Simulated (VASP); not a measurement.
A run of VASP 6.6.1 is set up as follows.

INCAR

```
SYSTEM = Si
PREC = Accurate
ENCUT = 520
EDIFF = 1E-6
ISMEAR = 0
SIGMA = 0.02
LREAL = Auto
LASPH = .True.
NELM = 80
ALGO = Normal
ISIF = 2
LWAVE = .False.
LCHARG = .False.
GGA = PE
NBANDS = 48
```

Contents of KPOINTS:

```
Automatic mesh
0
Gamma
  2 2 2
  0 0 0
```

File POSCAR:

```
Si
1.0
    0.0000000000      5.4300000000      5.4300000000
    5.4300000000      0.0000000000      5.4300000000
    5.4300000000      5.4300000000      0.0000000000
Si
17
Direct
    0.0453995396     -0.0152350829     -0.0149829650
    0.1312405157      0.1275261510      0.1278038674
   -0.0089523020      0.0104314917      0.4993639042
    0.1312302947      0.1275453959      0.6136290055
   -0.0089403315      0.4990946593      0.0106992634
    0.1312408840      0.6133755064      0.1278057090
   -0.0089570902      0.4991092081      0.4993679558
    0.0886723757      0.6370047882      0.6372710866
    0.5092323204      0.0066846225      0.0069914365
    0.6719660221      0.1092509208      0.1094789134
    0.5092257827      0.0067139963      0.4772681400
    0.6192982505      0.1437477901      0.6185774401
    0.5092306630      0.4770367403      0.0069807551
    0.6193039595      0.6183070902      0.1440164825
    0.4629571823      0.5122352670      0.5125023020
    0.6192925414      0.6183107735      0.6185770718
    0.4484513812      0.8504337017      0.8506314917
```

Potentials or basis: VASP PAW PBE potentials, release 64 (Si).

The run is started by

```console
$ cat potpaw_PBE.64/Si/POTCAR > POTCAR
$ mpirun -np 1 vasp_std > vasp.out
```

Task: What does it give for the pressure?

Result: 4.8 GPa.

Task: What does it give for the band gap on the k mesh?

Result: Zero (bands 34 and 35 overlap by 0.11 eV).

Task: Predict the largest force.

Result: 0.520 eV/Å.

Forces on the atoms (eV/Å):
```
Si   0.034 -0.034 -0.034
Si  -0.012 -0.002 -0.002
Si  -0.028  0.028  0.006
Si   0.002  0.012 -0.002
Si  -0.028  0.006  0.028
Si   0.003 -0.003  0.013
Si  -0.006  0.028  0.029
Si  -0.090  0.090  0.090
Si  -0.041  0.009  0.010
Si   0.019 -0.019 -0.020
Si  -0.009  0.041  0.009
Si  -0.037  0.037 -0.016
Si  -0.010  0.010  0.040
Si  -0.037 -0.016  0.037
Si  -0.076  0.076  0.076
Si   0.016  0.037  0.037
Si   0.301 -0.300 -0.301
```

Caveat: the k points lie up to 0.50 Å⁻¹ apart.
